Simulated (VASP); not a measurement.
# HfC (Fm-3m) in VASP: notebook

Aim: see how the results for HfC move with the level of theory and the settings. Levels: PBE, PBEsol. Tasks: relaxation of cell and atoms, single point.

Program: VASP 6.6.1. These are calculated values, not measurements. Logs are shortened: lines on timing, memory, paths and dates and some standing lists are left out, and cuts for length are marked.

### 1 The cell of the first run

The structure is cubic, space group Fm-3m (No. 225). Conventional cell: a = 4.650 Å, b = 4.650 Å, c = 4.650 Å, α = 90.00°, β = 90.00°, γ = 90.00°. Within 3.1 Å of Hf (site symmetry m-3m) lie 6 C at 2.33 Å. C (site symmetry m-3m) has 6 Hf at 2.33 Å within 3.1 Å.

### 2 Relaxation of cell and atoms, PBE, non-collinear spin, zero start, spin-orbit coupling

INCAR

```
SYSTEM = HfC
ALGO = Normal
EDIFF = 1E-6
EDIFFG = -0.02
ENCUT = 600
GGA = PE
GGA_COMPAT = .FALSE.
IBRION = 2
ISIF = 3
ISMEAR = -1
LASPH = .TRUE.
LCHARG = .FALSE.
LMAXMIX = 4
LNONCOLLINEAR = .TRUE.
LORBIT = 11
LORBMOM = .TRUE.
LREAL = .FALSE.
LSORBIT = .TRUE.
LWAVE = .FALSE.
MAGMOM = 0 0 0 0 0 0
NELM = 150
NSW = 80
PREC = Accurate
SIGMA = 0.05
```

KPOINTS

```
k-points
0
G
  7 7 7
  0 0 0
```

POSCAR

```
HfC
1.0
    0.0000000000      2.3250000000      2.3250000000
    2.3250000000      0.0000000000      2.3250000000
    2.3250000000      2.3250000000      0.0000000000
Hf C
1 1
Direct
    0.5000000000      0.5000000000      0.5000000000
    0.0000000000      0.0000000000      0.0000000000
```

Potentials or basis: VASP PAW PBE potentials, release 64 (Hf_pv, C).

Run with:

```sh
> cat potpaw_PBE.64/Hf_pv/POTCAR potpaw_PBE.64/C/POTCAR > POTCAR
> mpirun -np 1 vasp_ncl > vasp.out
```

OUTCAR:

```text
SYSTEM = HfC
   EDIFF = 1E-6
   EDIFFG = -0.02
   ENCUT = 600
   GGA = PE
   IBRION = 2
   ISIF = 3
   ISMEAR = -1
   LASPH = .TRUE.
   LNONCOLLINEAR = .TRUE.
   LORBIT = 11
   LREAL = .FALSE.
   LSORBIT = .TRUE.
   NELM = 150
   NSW = 80
   PREC = Accurate

 ion  position               nearest neighbor table
   1  0.500  0.500  0.500-   2 2.33   2 2.33   2 2.33   2 2.33   2 2.33   2 2.33
   2  0.000  0.000  0.000-   1 2.33   1 2.33   1 2.33   1 2.33   1 2.33   1 2.33

  LATTYP: Found a face centered cubic cell.
 ALAT       =     4.6500000000

  Lattice vectors:

 A1 = (   0.0000000000,   2.3250000000,   2.3250000000)
 A2 = (   2.3250000000,   0.0000000000,   2.3250000000)
 A3 = (   2.3250000000,   2.3250000000,   0.0000000000)

Analysis of symmetry for initial positions (statically):
=====================================================================
 Subroutine PRICEL returns:
 Original cell was already a primitive cell.

 Routine SETGRP: Setting up the symmetry group for a
 face centered cubic supercell.

 Subroutine GETGRP returns: Found 48 space group operations
 (whereof 48 operations were pure point group operations)
 out of a pool of 48 trial point group operations.

The static configuration has the point symmetry O_h .

Analysis of symmetry for dynamics (positions and initial velocities):
=====================================================================
 Subroutine PRICEL returns:
 Original cell was already a primitive cell.

 Routine SETGRP: Setting up the symmetry group for a
 face centered cubic supercell.

 Subroutine GETGRP returns: Found 48 space group operations
 (whereof 48 operations were pure point group operations)
 out of a pool of 48 trial point group operations.

The dynamic configuration has the point symmetry O_h .

Analysis of structural, dynamic, and magnetic symmetry:
=====================================================================
 Subroutine PRICEL returns:
 Original cell was already a primitive cell.

 Routine SETGRP: Setting up the symmetry group for a
 face centered cubic supercell.

 Subroutine GETGRP returns: Found 48 space group operations
 (whereof 48 operations were pure point group operations)
 out of a pool of 48 trial point group operations.

The overall configuration has the point symmetry O_h .

 Subroutine INISYM returns: Found 48 space group operations
 (whereof 48 operations are pure point group operations),
 and found     1 'primitive' translations

----------------------------------------------------------------------------------------

                                     Primitive cell

  volume of cell :      25.1362

  direct lattice vectors                    reciprocal lattice vectors
     0.000000000  2.325000000  2.325000000    -0.215053763  0.215053763  0.215053763
     2.325000000  0.000000000  2.325000000     0.215053763 -0.215053763  0.215053763
     2.325000000  2.325000000  0.000000000     0.215053763  0.215053763 -0.215053763

  length of vectors
     3.288046533  3.288046533  3.288046533     0.372484045  0.372484045  0.372484045

  position of ions in fractional coordinates (direct lattice)
     0.500000000  0.500000000  0.500000000
     0.000000000  0.000000000  0.000000000

  ion indices of the primitive-cell ions
   primitive index   ion index
                 1           1
                 2           2

----------------------------------------------------------------------------------------

 KPOINTS: k-points

Automatic generation of k-mesh.
 Grid dimensions read from file:
 generate k-points for:    7    7    7

 Generating k-lattice:

  Cartesian coordinates                     Fractional coordinates (reciprocal lattice)
    -0.030721966  0.030721966  0.030721966     0.142857143  0.000000000  0.000000000
     0.030721966 -0.030721966  0.030721966     0.000000000  0.142857143  0.000000000
     0.030721966  0.030721966 -0.030721966     0.000000000  0.000000000  0.142857143

  Length of vectors
[... 80 lines left out ...]
   LRPA    =     F    only Hartree local field effects (RPA)
 conjugate gradient relaxation of ions
  energy-cutoff  :      600.00
  volume of cell :       25.14
 maximum number of plane-waves:      1738
 NGX is ok and might be reduce to    28
   NGX = 13   NGY = 13   NGZ = 13

--------------------------------------- Ionic step        1  -------------------------------------------

 number of electron      14.0000000 magnetization       0.0000000      0.0000000      0.0000000

 number of electron      14.0000000 magnetization      -0.0000000      0.0000000     -0.0000000

 number of electron      14.0000000 magnetization       0.0000000     -0.0000000      0.0000000

 Free energy of the ion-electron system (eV)
  ---------------------------------------------------
  ext. energy  EPLUGINS =         0.00000000
  ---------------------------------------------------
  free energy    TOTEN  =       -21.69762544 eV

  energy without entropy =      -21.69518192  energy(sigma->0) =      -21.69640368

------------------------ aborting loop because EDIFF is reached ----------------------------------------

  FORCE on cell =-STRESS in cart. coord.  units (eV):
  Direction    XX          YY          ZZ          XY          YZ          ZX
  --------------------------------------------------------------------------------------
  -------------------------------------------------------------------------------------
  Total       -0.1032217     -0.1032217     -0.1032217      0.0000000      0.0000000     -0.0000000
  in kB       -6.5793428     -6.5793428     -6.5793428      0.0000000      0.0000000     -0.0000000
  external PRESSURE =      -6.5793428 kB  Pullay stress =       0.0000000 kB
[... 69 lines left out ...]
 number of electron      14.0000000 magnetization       0.0000000      0.0000000     -0.0000000

 number of electron      14.0000000 magnetization      -0.0000000     -0.0000000      0.0000000

 Free energy of the ion-electron system (eV)
  ---------------------------------------------------
  ext. energy  EPLUGINS =         0.00000000
  ---------------------------------------------------
  free energy    TOTEN  =       -21.69777366 eV

  energy without entropy =      -21.69535216  energy(sigma->0) =      -21.69656291

 E-fermi :   5.9173     XC(G=0): -12.3014

 val. band max:        5.7513125264   @ k =   0.1429   0.1429   0.0000
 cond. band min:       5.9370870265   @ k =   0.1429   0.1429   0.0000
 fundamental gap:      0.1857745001
 Fermi energy:         5.9173471757

 k-point     1 :       0.0000    0.0000    0.0000
  band No.  band energies     occupation
      1     -28.4111      1.00000
      2     -28.4111      1.00000
      3     -21.3584      1.00000
      4     -21.3584      1.00000
      5     -21.3584      1.00000
      6     -21.3584      1.00000
[... 518 lines left out ...]
  FREE ENERGIE OF THE ION-ELECTRON SYSTEM (eV)
  ---------------------------------------------------
  free  energy   TOTEN  =       -21.6977736557 eV

  energy  without entropy=      -21.6953521579  energy(sigma->0) =      -21.69656291

 reached required accuracy - stopping structural energy minimisation

 orbital moment (x)

 # of ion     p       d       tot
 ----------------------------------------
  1         0.000  -0.000  -0.000
  2         0.000   0.000   0.000
 ----------------------------------------
            0.000  -0.000  -0.000

 orbital moment (y)

 # of ion     p       d       tot
 ----------------------------------------
  1         0.000   0.000   0.000
  2         0.000   0.000   0.000
 ----------------------------------------
            0.000   0.000   0.000

 orbital moment (z)

 # of ion     p       d       tot
 ----------------------------------------
  1         0.000   0.000   0.000
  2         0.000   0.000   0.000
 ----------------------------------------
            0.000   0.000   0.000

 Spin-Orbit-Coupling matrix elements

 Ion:    1  E_soc:     -1.2992878
 l=   1
     0.0000000    -0.2099319    -0.2099319
    -0.2099319     0.0000000    -0.2099319
    -0.2099319    -0.2099319     0.0000000
 l=   2
     0.0000000    -0.0013136     0.0000000    -0.0013136    -0.0053025
    -0.0013136     0.0000000    -0.0039769    -0.0013136    -0.0013256
     0.0000000    -0.0039769     0.0000000    -0.0039769     0.0000000
    -0.0013136    -0.0013136    -0.0039769     0.0000000    -0.0013256
    -0.0053025    -0.0013256     0.0000000    -0.0013256     0.0000000
 l=   3
     0.0000000     0.0000000     0.0000000     0.0000000     0.0000000     0.0000000     0.0000000
     0.0000000     0.0000000     0.0000000     0.0000000     0.0000000     0.0000000     0.0000000
     0.0000000     0.0000000     0.0000000     0.0000000     0.0000000     0.0000000     0.0000000
     0.0000000     0.0000000     0.0000000     0.0000000     0.0000000     0.0000000     0.0000000
     0.0000000     0.0000000     0.0000000     0.0000000     0.0000000     0.0000000     0.0000000
     0.0000000     0.0000000     0.0000000     0.0000000     0.0000000     0.0000000     0.0000000
     0.0000000     0.0000000     0.0000000     0.0000000     0.0000000     0.0000000     0.0000000

 Ion:    2  E_soc:     -0.0003621
 l=   1
     0.0000000    -0.0000603    -0.0000603
    -0.0000603     0.0000000    -0.0000603
    -0.0000603    -0.0000603     0.0000000
 l=   2
     0.0000000     0.0000000     0.0000000     0.0000000     0.0000000
     0.0000000     0.0000000     0.0000000     0.0000000     0.0000000
     0.0000000     0.0000000     0.0000000     0.0000000     0.0000000
     0.0000000     0.0000000     0.0000000     0.0000000     0.0000000
     0.0000000     0.0000000     0.0000000     0.0000000     0.0000000
 l=   3
     0.0000000     0.0000000     0.0000000     0.0000000     0.0000000     0.0000000     0.0000000
     0.0000000     0.0000000     0.0000000     0.0000000     0.0000000     0.0000000     0.0000000
     0.0000000     0.0000000     0.0000000     0.0000000     0.0000000     0.0000000     0.0000000
     0.0000000     0.0000000     0.0000000     0.0000000     0.0000000     0.0000000     0.0000000
     0.0000000     0.0000000     0.0000000     0.0000000     0.0000000     0.0000000     0.0000000
     0.0000000     0.0000000     0.0000000     0.0000000     0.0000000     0.0000000     0.0000000
     0.0000000     0.0000000     0.0000000     0.0000000     0.0000000     0.0000000     0.0000000

 total charge

# of ion       s       p       d       tot
------------------------------------------
    1        0.311   6.674   1.672   8.657
    2        0.872   1.515   0.000   2.387
--------------------------------------------------
tot          1.182   8.189   1.672  11.044

 magnetization (x)

# of ion       s       p       d       tot
------------------------------------------
    1        0.000  -0.000  -0.000  -0.000
    2        0.000  -0.000   0.000  -0.000
--------------------------------------------------
tot          0.000  -0.000  -0.000  -0.000

 magnetization (y)

# of ion       s       p       d       tot
------------------------------------------
    1        0.000  -0.000  -0.000  -0.000
    2        0.000  -0.000   0.000  -0.000
--------------------------------------------------
tot          0.000  -0.000  -0.000  -0.000

 magnetization (z)

# of ion       s       p       d       tot
------------------------------------------
    1        0.000  -0.000  -0.000  -0.000
    2        0.000  -0.000   0.000  -0.000
--------------------------------------------------
tot          0.000  -0.000  -0.000  -0.000
```

Run time: 36 s. Hardware: 1 thread of Intel Xeon 6975P-C (Granite Rapids), shared host; peak memory 0.25 GiB.

Results:

```yaml
Free_energy: -21.6978 eV
Relaxed_volume: 12.53 Å³/atom
Relaxed_cell: a = 3.285 Å, b = 3.285 Å, c = 3.285 Å, α = 60.00°, β = 60.00°, γ = 60.00°
Space_group_after_relaxing_to_0.05_Å: Fm-3m (No. 225)
Energy_gained_by_relaxing: 0.1 meV/atom
Ionic_steps: 3
Pressure_after_relaxing: 0.0 GPa
Net_moment: 0.00 μB per cell
Valence_electrons_inside_the_program's_atomic_spheres: Hf 8.66; C 2.39
```

Step by step:
```
step  energy change (eV)  largest force (eV/Å)  pressure (GPa)  volume (Å³)
   1              0.0000                0.0000           -0.66        25.14
   2              0.0003                0.0000            1.16        24.95
   3             -0.0001                0.0000            0.02        25.06
```

Final structure:
```yaml
crystal:
  lattice:
    - [0.00000, 2.32279, 2.32279]
    - [2.32279, 0.00000, 2.32279]
    - [2.32279, 2.32279, 0.00000]
  atoms:
    - { symbol: Hf, position: [0.50000, 0.50000, 0.50000] }
    - { symbol: C, position: [0.00000, 0.00000, 0.00000] }
```

Moments on the atoms (μB; x, y, z):
```
Hf  0.00 0.00 0.00
C   0.00 0.00 0.00
```

### 3 Single point, PBEsol

INCAR

```
SYSTEM = HfC
  PREC = Accurate
  ENCUT = 520
  EDIFF = 1E-6
  ISMEAR = -1
  SIGMA = 0.05
  LREAL = .FALSE.
  LASPH = .TRUE.
  NELM = 100
  ALGO = Normal
  ISIF = 2
  LWAVE = .FALSE.
  LCHARG = .TRUE.
  GGA = PS
  LELF = .TRUE.
  LVHAR = .TRUE.
  NBANDS = 14
```

KPOINTS

```
regular mesh
0
G
  8 8 8
  0 0 0
```

POSCAR is that of step 2.

Potentials or basis: VASP PAW PBE potentials, release 64 (Hf_pv, C).

Run with:

```sh
> cat potpaw_PBE.64/Hf_pv/POTCAR potpaw_PBE.64/C/POTCAR > POTCAR
> mpirun -np 1 vasp_std > vasp.out
```

It took 20 s on 1 thread of AMD EPYC 7R13, shared host; peak memory 0.11 GiB.

The run converged. Its results:

- Free energy: -22.1767 eV
- Pressure: -7.0 GPa
- Band gap on the k mesh: zero (band 7 reaches 6.84 eV, above the bottom of band 8 at 5.39 eV)

Levels at points of the mesh, in eV from the Fermi level:
| k point | band 3 | band 4 | band 5 | band 6 | band 7 | band 8 | band 9 | band 10 | band 11 | band 12 |
| --- | --- | --- | --- | --- | --- | --- | --- | --- | --- | --- |
| (0.00, 0.00, 0.00) | -29.43 | -12.22 | 1.10 | 1.10 | 1.10 | 1.41 | 1.41 | 1.41 | 3.43 | 3.43 |
| (0.50, 0.00, 0.00) | -29.50 | -8.42 | -6.10 | -2.92 | -2.92 | 5.36 | 5.36 | 5.83 | 6.58 | 11.49 |
| (0.50, 0.50, 0.00) | -29.67 | -10.29 | -2.52 | -1.76 | -0.01 | -0.01 | 5.37 | 6.79 | 6.79 | 8.41 |

Caveat: the PAW data sets were made with another functional, which shifts forces and pressure a little; spin-orbit coupling is left out, which moves the levels of the heavy elements.

### 4 Single point, PBEsol, non-collinear spin, zero start, spin-orbit coupling

INCAR

```
PREC = Accurate
ENCUT = 520
EDIFF = 1E-6
ISMEAR = -1
SIGMA = 0.05
LREAL = False
LASPH = True
NELM = 150
ALGO = Normal
ISIF = 2
LWAVE = False
LCHARG = False
LNONCOLLINEAR = True
MAGMOM = 0 0 0 0 0 0
LORBIT = 11
LSORBIT = True
GGA_COMPAT = False
LORBMOM = True
LMAXMIX = 4
GGA = PS
NBANDS = 26
```

KPOINTS

```
regular mesh
0
Gamma
  8 8 8
```

POSCAR is that of step 3.

Potentials or basis: VASP PAW PBE potentials, release 64 (Hf_pv, C).

Run with:

```sh
> cat potpaw_PBE.64/Hf_pv/POTCAR potpaw_PBE.64/C/POTCAR > POTCAR
> mpirun -np 1 vasp_ncl > vasp.out
```

OUTCAR:

```text
PREC = Accurate
   ENCUT = 520
   EDIFF = 1E-6
   ISMEAR = -1
   LREAL = False
   LASPH = True
   NELM = 150
   ISIF = 2
   LNONCOLLINEAR = True
   LORBIT = 11
   LSORBIT = True
   GGA = PS

 ion  position               nearest neighbor table
   1  0.500  0.500  0.500-   2 2.33   2 2.33   2 2.33   2 2.33   2 2.33   2 2.33
   2  0.000  0.000  0.000-   1 2.33   1 2.33   1 2.33   1 2.33   1 2.33   1 2.33

  LATTYP: Found a face centered cubic cell.
 ALAT       =     4.6500000000

  Lattice vectors:

 A1 = (   0.0000000000,   2.3250000000,   2.3250000000)
 A2 = (   2.3250000000,   0.0000000000,   2.3250000000)
 A3 = (   2.3250000000,   2.3250000000,   0.0000000000)

Analysis of symmetry for initial positions (statically):
=====================================================================
 Subroutine PRICEL returns:
 Original cell was already a primitive cell.

 Routine SETGRP: Setting up the symmetry group for a
 face centered cubic supercell.

 Subroutine GETGRP returns: Found 48 space group operations
 (whereof 48 operations were pure point group operations)
 out of a pool of 48 trial point group operations.
[... 961 lines left out ...]
     0.0000000     0.0000000     0.0000000     0.0000000     0.0000000     0.0000000     0.0000000
     0.0000000     0.0000000     0.0000000     0.0000000     0.0000000     0.0000000     0.0000000
     0.0000000     0.0000000     0.0000000     0.0000000     0.0000000     0.0000000     0.0000000
     0.0000000     0.0000000     0.0000000     0.0000000     0.0000000     0.0000000     0.0000000
     0.0000000     0.0000000     0.0000000     0.0000000     0.0000000     0.0000000     0.0000000

 Ion:    2  E_soc:     -0.0003396
 l=   1
     0.0000000    -0.0000566    -0.0000566
    -0.0000566     0.0000000    -0.0000566
    -0.0000566    -0.0000566     0.0000000
 l=   2
     0.0000000     0.0000000     0.0000000     0.0000000     0.0000000
     0.0000000     0.0000000     0.0000000     0.0000000     0.0000000
     0.0000000     0.0000000     0.0000000     0.0000000     0.0000000
     0.0000000     0.0000000     0.0000000     0.0000000     0.0000000
     0.0000000     0.0000000     0.0000000     0.0000000     0.0000000
 l=   3
     0.0000000     0.0000000     0.0000000     0.0000000     0.0000000     0.0000000     0.0000000
     0.0000000     0.0000000     0.0000000     0.0000000     0.0000000     0.0000000     0.0000000
     0.0000000     0.0000000     0.0000000     0.0000000     0.0000000     0.0000000     0.0000000
     0.0000000     0.0000000     0.0000000     0.0000000     0.0000000     0.0000000     0.0000000
     0.0000000     0.0000000     0.0000000     0.0000000     0.0000000     0.0000000     0.0000000
     0.0000000     0.0000000     0.0000000     0.0000000     0.0000000     0.0000000     0.0000000
     0.0000000     0.0000000     0.0000000     0.0000000     0.0000000     0.0000000     0.0000000

 total charge

# of ion       s       p       d       tot
------------------------------------------
    1        0.311   6.676   1.686   8.673
    2        0.867   1.497   0.000   2.364
--------------------------------------------------
tot          1.178   8.173   1.686  11.037

 magnetization (x)

# of ion       s       p       d       tot
------------------------------------------
    1        0.000   0.000   0.000   0.000
    2       -0.000  -0.000   0.000  -0.000
--------------------------------------------------
tot          0.000  -0.000   0.000   0.000

 magnetization (y)

# of ion       s       p       d       tot
------------------------------------------
    1        0.000   0.000   0.000   0.000
    2       -0.000   0.000   0.000  -0.000
--------------------------------------------------
tot          0.000   0.000   0.000   0.000

 magnetization (z)

# of ion       s       p       d       tot
------------------------------------------
    1        0.000   0.000   0.000   0.000
    2        0.000  -0.000   0.000  -0.000
--------------------------------------------------
tot          0.000  -0.000   0.000   0.000
```

It took 66 s on 1 thread of AMD EPYC 7R13, shared host; peak memory 0.18 GiB.

Results:

- Free energy: -22.8358 eV
- Pressure: -7.1 GPa
- Net moment: 0.00 μB per cell
- Valence electrons inside the program's atomic spheres: Hf 8.67; C 2.36

Moments on the atoms (μB; x, y, z):
```
Hf  0.00 0.00 0.00
C   0.00 0.00 0.00
```

Caveat: the PAW data sets were made with another functional, which shifts forces and pressure a little.

### 5 Summary

| task | level | spin | cell | k mesh | cutoff (eV) | pressure (GPa) | moment (μB) |
| --- | --- | --- | --- | --- | --- | --- | --- |
| relaxation of cell and atoms | PBE | non-collinear, zero start, SOC | relaxed | 7 × 7 × 7 | 600 | 0.0 | 0.00 |
| single point | PBEsol | off | as given | 8 × 8 × 8 | 520 | -7.0 | - |
| single point | PBEsol | non-collinear, zero start, SOC | as given | 8 × 8 × 8 | 520 | -7.1 | 0.00 |

Alike in all rows: potentials or basis VASP PAW PBE potentials, release 64 (Hf_pv, C); smearing fermi-dirac 0.05 eV.

Caveats: the PAW data sets were made with another functional, which shifts forces and pressure a little (some runs); spin-orbit coupling is left out, which moves the levels of the heavy elements (some runs).

Total energies depend on the potentials used, so only differences within one code and one set of settings carry meaning.
